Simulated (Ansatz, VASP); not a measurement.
# One calculation of Al, two programs

```
Al
1.0
     0.00000    2.04154    2.04154
     2.04154    0.00000    2.04154
     2.04154    2.04154    0.00000
Al
1
Direct
  0.00000 0.00000 0.00000
```

Alike in both runs: task single point; functional PBE; k mesh 14 × 14 × 14; occupations fermi-dirac, width 0.15 eV; no spin polarisation.

|  | VASP | Ansatz |
| --- | --- | --- |
| version | VASP 6.6.1 | Ansatz 0.2.0 |
| potentials or method | VASP PAW PBE potentials, release 64 (Al), cutoff 520 eV | plane waves, PAW |
| valence electrons in the cell | 3 | 3 |

```csv
,VASP,Ansatz,Ansatz less VASP
pressure (GPa),-2.2,-2.2,+0.03
```
